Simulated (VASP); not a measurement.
Input of a VASP 6.6.1 run:

Contents of INCAR:

```
SYSTEM = TiAl
ALGO = Fast
EDIFF = 1E-6
ENCUT = 520
GGA = PE
ISIF = 2
ISMEAR = 0
LASPH = .True.
LCHARG = .True.
LELF = .True.
LREAL = .False.
LVHAR = .True.
LWAVE = .False.
NBANDS = 14
NELM = 100
PREC = Accurate
SIGMA = 0.1
```

File KPOINTS:

```
k-points
0
Gamma
  12 12 12
  0 0 0
```

POSCAR

```
TiAl
1.0
    3.2531044006      0.0370360956     -0.0953719200
    0.0370360956      3.3379854094      0.0524863466
   -0.0953719200      0.0524863466      3.3436759339
Ti Al
1 1
Direct
    0.0080212289      0.0005001472      0.0049448517
    0.4919787711      0.4994998528      0.4950551483
```

Potentials or basis: VASP PAW PBE potentials, release 64 (Ti_sv, Al).

The run is started by

```bash
$ cat potpaw_PBE.64/Ti_sv/POTCAR potpaw_PBE.64/Al/POTCAR > POTCAR
$ mpirun -np 1 vasp_std > vasp.out
```

Problem. What does it give for the largest force?

Solution. 0.307 eV/Å.

Problem. Predict the pressure.

Solution. -9.5 GPa.

Forces in eV/Å, atoms in the order of the input:
```
Ti  -0.246  0.023 -0.183
Al   0.246 -0.023  0.183
```

Caveat: the cell differs from its parent crystal (atoms moved at random and the cell strained at random).
